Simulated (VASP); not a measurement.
# TiGe8Mo3 (Pmmm) in VASP: single point with PBE

Aim: the single point of TiGe8Mo3 with PBE.

Everything below comes from runs of VASP 6.6.1. Logs are shortened: lines on timing, memory, paths and dates and some standing lists are left out, and cuts for length are marked.

## Step 1: The cell of the first run

Symmetry: Pmmm, No. 47, orthorhombic system. The conventional cell has a = 3.335 Å, b = 6.696 Å, c = 8.367 Å, α = 90.00°, β = 90.00°, γ = 90.00°. Ti (site symmetry mmm) has 10 Ge at 2.74 to 2.84 Å and 2 Ti at 3.34 Å and 2 Mo at 3.35 Å within 3.6 Å. Ge (site symmetry m) has 3 Mo at 2.72 to 2.82 Å and 9 Ge at 2.72 to 3.38 Å and 2 Ti at 2.74 Å within 3.6 Å. Ge (site symmetry mm2) has 5 Mo at 2.72 to 2.83 Å and 9 Ge at 2.72 to 3.35 Å within 3.6 Å. Ge (site symmetry mm2) has 9 Ge at 2.68 to 3.35 Å and 4 Mo at 2.73 Å and 1 Ti at 2.84 Å within 3.5 Å. Within 3.6 Å of Mo (site symmetry m2m) lie 10 Ge at 2.72 to 2.82 Å and 4 Mo at 3.32 to 3.38 Å. Mo (site symmetry mmm) has 10 Ge at 2.72 to 2.83 Å and 2 Mo at 3.34 Å and 2 Ti at 3.35 Å within 3.6 Å.

## Step 2: Single point, PBE

The input, INCAR:

```
SYSTEM = TiGe8Mo3
PREC = Accurate
ENCUT = 520
EDIFF = 1E-7
ISMEAR = 0
SIGMA = 0.2
LREAL = .False.
LASPH = .True.
NELM = 100
ALGO = Normal
ISIF = 2
LWAVE = .False.
LCHARG = .False.
GGA = PE
NBANDS = 95
```

The input, KPOINTS:

```
Automatic mesh
0
Gamma
  6 4 4
  0 0 0
```

The input, POSCAR:

```
TiGe8Mo3
1.0
    3.3352611000      0.0000000000      0.0000000000
    0.0000000000      6.6962063000      0.0000000000
    0.0000000000      0.0000000000      8.3674214000
Ti Ge Mo
1 8 3
Direct
    0.5000000000      0.5000000000      0.5000000000
    0.0000000000      0.7523300000      0.6624870000
    0.5000000000      0.0000000000      0.1622920000
    0.0000000000      0.2476700000      0.6624870000
    0.5000000000      0.5000000000      0.1603270000
    0.0000000000      0.7523300000      0.3375130000
    0.5000000000      0.0000000000      0.8377080000
    0.0000000000      0.2476700000      0.3375130000
    0.5000000000      0.5000000000      0.8396730000
    0.0000000000      0.7523550000      0.0000000000
    0.5000000000      0.0000000000      0.5000000000
    0.0000000000      0.2476450000      0.0000000000
```

Potentials or basis: VASP PAW PBE potentials, release 64 (Ti_sv, Ge_d, Mo_sv).

Started as:

```sh
$ cat potpaw_PBE.64/Ti_sv/POTCAR potpaw_PBE.64/Ge_d/POTCAR potpaw_PBE.64/Mo_sv/POTCAR > POTCAR
$ mpirun -np 1 vasp_std > vasp.out
```

OUTCAR:

```text
SYSTEM = TiGe8Mo3
   PREC = Accurate
   ENCUT = 520
   EDIFF = 1E-7
   ISMEAR = 0
   LREAL = .False.
   LASPH = .True.
   NELM = 100
   ISIF = 2
   GGA = PE

 ion  position               nearest neighbor table
   1  0.500  0.500  0.500-   2 2.74   4 2.74   6 2.74   8 2.74   2 2.74   4 2.74   6 2.74   8 2.74
                             5 2.84   9 2.84
   2  0.000  0.752  0.662-  11 2.72  11 2.72   6 2.72   1 2.74   1 2.74   7 2.77   7 2.77   9 2.80
                             9 2.80  10 2.82
   3  0.500  0.000  0.162-  10 2.72  12 2.72  10 2.72  12 2.72   7 2.72   6 2.77   8 2.77   6 2.77
                             8 2.77  11 2.83
   4  0.000  0.248  0.662-  11 2.72  11 2.72   8 2.72   1 2.74   1 2.74   7 2.77   7 2.77   9 2.80
                             9 2.80  12 2.82
   5  0.500  0.500  0.160-   9 2.68  10 2.73  12 2.73  10 2.73  12 2.73   6 2.80   8 2.80   8 2.80
                             6 2.80   1 2.84
   6  0.000  0.752  0.338-  11 2.72  11 2.72   2 2.72   1 2.74   1 2.74   3 2.77   3 2.77   5 2.80
                             5 2.80  10 2.82
   7  0.500  0.000  0.838-  10 2.72  12 2.72  10 2.72  12 2.72   3 2.72   2 2.77   4 2.77   2 2.77
                             4 2.77  11 2.83
   8  0.000  0.248  0.338-  11 2.72  11 2.72   4 2.72   1 2.74   1 2.74   3 2.77   3 2.77   5 2.80
                             5 2.80  12 2.82
   9  0.500  0.500  0.840-   5 2.68  10 2.73  12 2.73  10 2.73  12 2.73   2 2.80   4 2.80   4 2.80
                             2 2.80   1 2.84
  10  0.000  0.752  0.000-   3 2.72   7 2.72   3 2.72   7 2.72   5 2.73   5 2.73   9 2.73   9 2.73
                             2 2.82   6 2.82  12 3.32  12 3.38
  11  0.500  0.000  0.500-   2 2.72   4 2.72   6 2.72   8 2.72   2 2.72   4 2.72   6 2.72   8 2.72
                             7 2.83   3 2.83
  12  0.000  0.248  0.000-   3 2.72   7 2.72   3 2.72   7 2.72   5 2.73   5 2.73   9 2.73   9 2.73
                             8 2.82   4 2.82  10 3.32  10 3.38

  LATTYP: Found a simple orthorhombic cell.
 ALAT       =     3.3352611000
 B/A-ratio  =     2.0077007764
 C/A-ratio  =     2.5087755199

  Lattice vectors:

 A1 = (   3.3352611000,   0.0000000000,   0.0000000000)
 A2 = (   0.0000000000,   6.6962063000,   0.0000000000)
 A3 = (   0.0000000000,   0.0000000000,   8.3674214000)

Analysis of symmetry for initial positions (statically):
=====================================================================
 Subroutine PRICEL returns:
 Original cell was already a primitive cell.

 Routine SETGRP: Setting up the symmetry group for a
 simple orthorhombic supercell.

 Subroutine GETGRP returns: Found  8 space group operations
 (whereof  8 operations were pure point group operations)
 out of a pool of  8 trial point group operations.

[... 150 lines left out ...]
   EFERMI_NEDOS =   21; number of points for ismear=-14 and -15
   IALGO  =     38    algorithm
   IMIX   =      4    mixing-type and parameters
     AMIX     =   0.40;   BMIX     =  1.00
     AMIX_MAG =   1.60;   BMIX_MAG =  1.00
  volume/ion in A,a.u.               =      15.57       105.09
  Fermi-wavevector in a.u.,A,eV,Ry     =   1.573720  2.973899 33.696110  2.476594
  Thomas-Fermi vector in A             =   2.674962
   LORBIT       =      0    0 simple, 1 ext, 2 COOP (PROOUT), +10 PAW based schemes
   GGA     = PE    functional components
   LHFCALC =     F    Hartree Fock is set to
   AEXX    =    0.0000 exact exchange contribution
   IVDW    =     0    specifies the selected vdW correction
   LEPSILON=     F    determine dielectric tensor
   LRPA    =     F    only Hartree local field effects (RPA)
 non-spin polarized calculation
 Gauss-broadening in eV      SIGMA  =   0.20
  energy-cutoff  :      520.00
  volume of cell :      186.87
 maximum number of plane-waves:      5080
 NGX is ok and might be reduce to    28
   NGX = 13   NGY = 25   NGZ = 31

 number of electron     165.9999938 magnetization

 Free energy of the ion-electron system (eV)
  ---------------------------------------------------
  ext. energy  EPLUGINS =         0.00000000
  ---------------------------------------------------
  free energy    TOTEN  =       -79.03484732 eV

  energy without entropy =      -78.94574553  energy(sigma->0) =      -78.99029643

 E-fermi :   9.5749     XC(G=0): -12.5553

 val. band max:        9.5620294942   @ k =   0.0000   0.0000   0.2500
 cond. band min:       9.5779497314   @ k =   0.1667   0.2500   0.0000
 fundamental gap:      0.0159202372
 Fermi energy:         9.5748665751

 k-point     1 :       0.0000    0.0000    0.0000
  band No.  band energies     occupation
      1     -51.1907      2.00000
      2     -51.1810      2.00000
      3     -51.1406      2.00000
      4     -47.0545      2.00000
      5     -25.4126      2.00000
      6     -25.3034      2.00000
[... 2341 lines left out ...]
     94      12.5333      0.00000
     95      12.5816      0.00000

 [... further k-points ...]

------------------------ aborting loop because EDIFF is reached ----------------------------------------

  FORCE on cell =-STRESS in cart. coord.  units (eV):
  Direction    XX          YY          ZZ          XY          YZ          ZX
  --------------------------------------------------------------------------------------
  -------------------------------------------------------------------------------------
  Total        0.6868376     -0.0584200      0.5435941      0.0000000      0.0000000      0.0000000
  in kB        5.8886310     -0.5008659      4.6605267      0.0000000      0.0000000      0.0000000
  external PRESSURE =       3.3494306 kB  Pullay stress =       0.0000000 kB

 VOLUME and BASIS-vectors are now :
 -----------------------------------------------------------------------------
  energy-cutoff  :      520.00
  volume of cell :      186.87
      direct lattice vectors                 reciprocal lattice vectors
     3.335261100  0.000000000  0.000000000     0.299826601  0.000000000  0.000000000
     0.000000000  6.696206300  0.000000000     0.000000000  0.149338290  0.000000000
     0.000000000  0.000000000  8.367421400     0.000000000  0.000000000  0.119511132

 POSITION                                       TOTAL-FORCE (eV/Angst)
 -----------------------------------------------------------------------------------
      1.66763      3.34810      4.18371         0.000000     -0.000000      0.000000
      0.00000      5.03776      5.54331         0.000000     -0.032011      0.012838
      1.66763      0.00000      1.35797         0.000000     -0.000000      0.015942
      0.00000      1.65845      5.54331         0.000000      0.032011      0.012838
      1.66763      3.34810      1.34152         0.000000     -0.000000      0.045520
      0.00000      5.03776      2.82411         0.000000     -0.032011     -0.012838
      1.66763      0.00000      7.00946         0.000000     -0.000000     -0.015942
      0.00000      1.65845      2.82411         0.000000      0.032011     -0.012838
      1.66763      3.34810      7.02590         0.000000     -0.000000     -0.045520
      0.00000      5.03792      0.00000         0.000000     -0.022002      0.000000
      1.66763      0.00000      4.18371         0.000000     -0.000000      0.000000
      0.00000      1.65828      0.00000         0.000000      0.022002      0.000000
 -----------------------------------------------------------------------------------
    total drift:                                0.000000     -0.000000      0.000000

  FREE ENERGIE OF THE ION-ELECTRON SYSTEM (eV)
  ---------------------------------------------------
  free  energy   TOTEN  =       -79.0348473174 eV

  energy  without entropy=      -78.9457455327  energy(sigma->0) =      -78.99029643
```

Run time: 22 min. Hardware: 1 thread of Intel Xeon 8259CL, shared host; peak memory 0.61 GiB.

Results:

```
Free energy            : -79.0348 eV
Pressure               : 0.3 GPa
Largest force          : 0.046 eV/Å
Band gap on the k mesh : zero (bands 83 and 84 overlap by 1.78 eV)
```

Forces in eV/Å, atoms in the order of the input:
```
Ti   0.000  0.000  0.000
Ge   0.000 -0.032  0.013
Ge   0.000  0.000  0.016
Ge   0.000  0.032  0.013
Ge   0.000  0.000  0.046
Ge   0.000 -0.032 -0.013
Ge   0.000  0.000 -0.016
Ge   0.000  0.032 -0.013
Ge   0.000  0.000 -0.046
Mo   0.000 -0.022  0.000
Mo   0.000  0.000  0.000
Mo   0.000  0.022  0.000
```

Levels at points of the mesh, in eV from the Fermi level:
```
           k point  band 80  band 81  band 82  band 83  band 84  band 85  band 86  band 87
(0.00, 0.00, 0.00)    -0.08    -0.08     0.01     0.06     0.56     0.95     1.39     1.77
(0.50, 0.00, 0.00)    -1.14    -0.86    -0.85    -0.11     0.63     1.82     1.91     1.95
(0.00, 0.50, 0.00)    -0.81    -0.70    -0.08     0.09     0.38     0.87     0.89     1.34
(0.50, 0.50, 0.00)    -1.77    -1.76    -1.52    -1.30    -0.77     1.76     1.80     1.80
(0.00, 0.00, 0.50)    -0.77     0.05     0.56     0.79     1.02     1.09     1.40     1.85
(0.50, 0.00, 0.50)    -1.41    -1.14    -1.14    -0.06     0.06     0.38     0.78     1.95
(0.00, 0.50, 0.50)    -0.48    -0.41    -0.27     0.41     0.57     0.98     1.00     1.14
(0.50, 0.50, 0.50)    -1.37    -1.31    -1.29    -0.93    -0.48     0.20     0.21     0.27
```
